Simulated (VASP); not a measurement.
Write the native input for VASP 6.6.1 that does the following.

```yaml
Task: single point
Functional: BLYP
Dispersion: D3(BJ)
Potentials_or_basis: VASP PAW PBE potentials, release 64 (Ti_sv, Se)
Cutoff: 520 eV
k_mesh: 6 × 6 × 4, shifted
Occupations: methfessel-paxton, width 0.3 eV
Spin: no spin polarisation
Dipole_correction: no
Further_INCAR_settings: ALGO = Normal; EDIFF = 1e-06; NBANDS = 26
```

The structure of TiSe lies in POSCAR:

```
TiSe
1.0
    4.1694747564      0.0000000000      0.0000000000
    0.0000000000      4.1694747564      0.0000000000
    0.0000000000      0.0000000000      4.6668883962
Ti Se
2 2
Direct
    0.5000000000      0.5000000000      0.0000000000
    0.0000000000      0.0000000000      0.0000000000
    0.5000000000      0.0000000000      0.3008916516
    0.0000000000      0.5000000000      0.6991083484
```

The input as run:

INCAR

```
PREC = Accurate
ENCUT = 520
EDIFF = 1E-6
ISMEAR = 1
SIGMA = 0.3
LREAL = False
LASPH = True
NELM = 100
ALGO = Normal
ISIF = 2
LWAVE = False
LCHARG = False
GGA = B5
ALDAX = 1.0
AGGAX = 1.0
AGGAC = 1.0
ALDAC = 0.0
IVDW = 12
VDW_S6 = 1.0
VDW_S8 = 2.6996
VDW_A1 = 0.4298
VDW_A2 = 4.2359
NBANDS = 26
```

KPOINTS

```
Automatic mesh
0
Gamma
  6 6 4
  0.5 0.5 0.5
```

Potentials or basis: VASP PAW PBE potentials, release 64 (Ti_sv, Se).

Command:

```bash
$ cat potpaw_PBE.64/Ti_sv/POTCAR potpaw_PBE.64/Se/POTCAR > POTCAR
$ mpirun -np 1 vasp_std > vasp.out
```

Results of the run:

| Item | Value |
| --- | --- |
| Pressure | 0.4 GPa |
| Largest force | 0.058 eV/Å |
| Band gap on the k mesh | zero (bands 18 and 19 overlap by 0.78 eV) |
| Dispersion energy per atom | -1.078 eV |

Caveat: so wide a smearing shifts energies and pressures; the PAW data sets were made with another functional, which shifts forces and pressure a little.

Run time: 63 s on 1 thread of Intel Xeon 8259CL (shared host), peak memory 0.2 GiB.
